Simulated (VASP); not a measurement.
# BP: single point with r2SCAN

BP:

```
B P
1.0
     2.23949    2.23949    0.00000
    -2.23949    2.23949    0.00000
     0.00000    2.23949    2.23949
B P
1 1
Direct
  0.00000 0.00000 0.00000
  0.75000 0.25000 0.50000
```

* Program: VASP 6.6.1
* Task: single point
* Functional: r2SCAN
* Potentials or basis: VASP PAW PBE potentials, release 64 (B, P)
* Cutoff: 520 eV
* k mesh: 8 × 8 × 8
* Occupations: gaussian, width 0.01 eV
* Spin: no spin polarisation
* Dipole correction: no
* Further INCAR settings: ALGO = Normal; EDIFF = 1e-06; NBANDS = 11

| Quantity | Value |
| --- | --- |
| Pressure | 6.4 GPa |
| Band gap on the k mesh | 1.43 eV, indirect (least direct gap 3.70 eV) |

Levels at points of the mesh, in eV from the valence-band top:
| k point | band 1 | band 2 | band 3 | band 4 | band 5 | band 6 | band 7 | band 8 | band 9 |
| --- | --- | --- | --- | --- | --- | --- | --- | --- | --- |
| (0.00, 0.00, 0.00) | -16.63 | 0.00 | 0.00 | 0.00 | 3.70 | 3.70 | 3.70 | 8.65 | 12.71 |
| (0.50, 0.00, 0.00) | -12.98 | -9.79 | -1.91 | -1.91 | 4.39 | 5.05 | 5.05 | 11.07 | 15.75 |
| (0.50, 0.50, 0.00) | -11.25 | -9.34 | -4.49 | -4.49 | 1.46 | 1.87 | 13.45 | 13.45 | 16.92 |

Run time: 17 s on 1 thread of AMD EPYC 9R45 96-Core Processor (Zen 5) (shared host), peak memory 0.11 GiB.

Caveat: the PAW data sets were made with another functional, which shifts forces and pressure a little. A k mesh can miss the band edges.
